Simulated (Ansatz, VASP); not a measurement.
**One calculation of CdSe, two programs**

INCAR

```
ALGO = Normal
EDIFF = 1E-8
ENCUT = 520
GGA = PS
ISIF = 2
ISMEAR = 0
LASPH = True
LCHARG = False
LEFG = True
LREAL = Auto
LWAVE = False
NBANDS = 86
NELM = 100
PREC = Accurate
SIGMA = 0.01
```

The input KPOINTS:

```
k-points
0
Gamma
  3 3 3
```

POSCAR

```
CdSe
1.0
   -6.4500000000      3.7239092363      7.0200000000
    6.4500000000     -3.7239092363      7.0200000000
    2.1500000000      3.7239092363     -7.0200000000
Cd Se
8 8
Direct
    0.3333333334      0.1666666666      0.5000000000
    0.8333333334      0.6666666666      0.5000000000
    0.8333333334      0.1666666666      0.0000000000
    0.3333333334      0.6666666666      0.0000000000
    0.4166666666      0.5833333334      0.5000000000
    0.9166666666      0.0833333334      0.5000000000
    0.9166666666      0.5833333334      0.0000000000
    0.4166666666      0.0833333334      0.0000000000
    0.5258333334      0.3591666666      0.5000000000
    0.0258333334      0.8591666666      0.5000000000
    0.0258333334      0.3591666666      0.0000000000
    0.5258333334      0.8591666666      0.0000000000
    0.6091666666      0.7758333334      0.5000000000
    0.1091666666      0.2758333334      0.5000000000
    0.1091666666      0.7758333334      0.0000000000
    0.6091666666      0.2758333334      0.0000000000
```

Input for Ansatz:

```yaml
crystal:
  lattice:
    - [-6.45, 3.7239092363, 7.02]
    - [6.45, -3.7239092363, 7.02]
    - [2.15, 3.7239092363, -7.02]
  atoms:
    - { symbol: Cd, position: [0.3333333334, 0.1666666666, 0.5] }
    - { symbol: Cd, position: [0.8333333334, 0.6666666666, 0.5] }
    - { symbol: Cd, position: [0.8333333334, 0.1666666666, 0.0] }
    - { symbol: Cd, position: [0.3333333334, 0.6666666666, 0.0] }
    - { symbol: Cd, position: [0.4166666666, 0.5833333334, 0.5] }
    - { symbol: Cd, position: [0.9166666666, 0.0833333334, 0.5] }
    - { symbol: Cd, position: [0.9166666666, 0.5833333334, 0.0] }
    - { symbol: Cd, position: [0.4166666666, 0.0833333334, 0.0] }
    - { symbol: Se, position: [0.5258333334, 0.3591666666, 0.5] }
    - { symbol: Se, position: [0.0258333334, 0.8591666666, 0.5] }
    - { symbol: Se, position: [0.0258333334, 0.3591666666, 0.0] }
    - { symbol: Se, position: [0.5258333334, 0.8591666666, 0.0] }
    - { symbol: Se, position: [0.6091666666, 0.7758333334, 0.5] }
    - { symbol: Se, position: [0.1091666666, 0.2758333334, 0.5] }
    - { symbol: Se, position: [0.1091666666, 0.7758333334, 0.0] }
    - { symbol: Se, position: [0.6091666666, 0.2758333334, 0.0] }
kpoints:
  mp_grid: { grid: [3, 3, 3] }
scf:
  occupations: { method: fixed }
hamiltonian:
  xc: pbesol
  pseudopotentials: { kind: paw, azcp: { folder: soft_1 } }
output:
  forces: true
  efg: { contact_densities: true }
  core_levels:
    shells: { Cd: "3d", Se: "3d" }
    counted_from: valence_top
    eps_inf: [7.652, 7.652, 7.55]
```

Alike in both runs: task electric field gradients; functional PBEsol; k mesh 3 × 3 × 3; no spin polarisation.

```csv
,VASP,Ansatz
version,VASP 6.6.1,Ansatz 0.2.0
potentials or method,"VASP PAW PBE potentials, release 64 (Cd, Se)","plane-wave PAW, scalar-relativistic"
plane-wave cutoff (eV),520,420
occupations,"gaussian, width 0.01 eV",fixed
valence electrons in the cell,144,288
```

|  | VASP | Ansatz | Ansatz less VASP |
| --- | --- | --- | --- |
| gap on the k mesh at the Fermi level (eV) | 0.58 | 0.58 | -0.002 |
| rms of the force components (eV/Å) | 0.158 | 0.153 | -0.0043 |
| size of Vzz on the site where it differs most (V/Å²) | 33.3 | 29.7 | -3.63 |

VASP's potentials were made for PBE, not for PBEsol, and Ansatz warns of the same on its side. Atom by atom the forces differ by 0.004 eV/Å (rms over components). VASP's potentials hold 144 valence electrons a cell and Ansatz's 288, so a difference there can come from the potentials and not from the codes.

The k mesh is coarse, so the values compare programs but aren't converged.
